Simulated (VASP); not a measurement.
Wanted: the native input for a VASP 6.6.1 run.

* Task: single point
* Functional: r2SCAN
* Potentials or basis: VASP PAW PBE potentials, release 64 (Al, Ru_pv)
* Cutoff: 520 eV
* k mesh: 18 × 18 × 18
* Occupations: gaussian, width 0.1 eV
* Spin: no spin polarisation
* Dipole correction: no
* Further INCAR settings: ALGO = Normal; EDIFF = 1e-06; NBANDS = 16

The system is AlRu.

```
Al Ru
1.0
     3.11671    0.00000    0.00000
     0.00000    3.11671    0.00000
     0.00000    0.00000    2.90197
Al Ru
1 1
Cartesian
  0.0000 0.0000 0.0000
  1.5584 1.5584 1.4510
```

This cell differs from its parent crystal: biaxial strain in the a-b plane: +4.5 %.

One way to write it, as run:

POSCAR

```
AlRu
1.0
    3.1167077348      0.0000000000      0.0000000000
    0.0000000000      3.1167077348      0.0000000000
    0.0000000000      0.0000000000      2.9019680631
Al Ru
1 1
Direct
    0.0000000000      0.0000000000      0.0000000000
    0.5000000000      0.5000000000      0.5000000000
```

INCAR.step1

```
  PREC = Accurate
  ENCUT = 520
  ISMEAR = 0
  SIGMA = 0.1
  LREAL = F
  LASPH = T
  NELM = 80
  NBANDS = 16
  GGA = PE
  ALGO = Normal
  EDIFF = 1E-4
  LWAVE = T
  LCHARG = F
```

INCAR.step2

```
  PREC = Accurate
  ENCUT = 520
  EDIFF = 1E-6
  ISMEAR = 0
  SIGMA = 0.1
  LREAL = F
  LASPH = T
  NELM = 80
  ALGO = Normal
  ISIF = 2
  LWAVE = F
  LCHARG = T
  METAGGA = R2SCAN
  LMIXTAU = T
  LELF = T
  LVHAR = T
  NBANDS = 16
  ISTART = 1
```

KPOINTS

```
Automatic mesh
0
Gamma
  18 18 18
```

Potentials or basis: VASP PAW PBE potentials, release 64 (Al, Ru_pv).

Run with:

```console
$ cat potpaw_PBE.64/Al/POTCAR potpaw_PBE.64/Ru_pv/POTCAR > POTCAR
$ cp INCAR.step1 INCAR
$ mpirun -np 1 vasp_std > vasp.out
$ cp INCAR.step2 INCAR
$ mpirun -np 1 vasp_std > vasp.out
```

It gave:

```yaml
Pressure: -11.2 GPa
Band_gap_on_the_k_mesh: zero (an odd number of electrons rules out a gap without spin polarisation)
```

Caveat: the cell differs from its parent crystal (biaxial strain in the a-b plane: +4.5 %); the stress differs along the axes, from -15 to -3 GPa; the PAW data sets were made with another functional, which shifts forces and pressure a little.

Run time: 6.6 min on 1 thread of Intel(R) Xeon(R) Platinum 8259CL CPU @ 2.50GHz (Skylake/Cascade Lake), with other jobs on the host, peak memory 0.34 GiB.
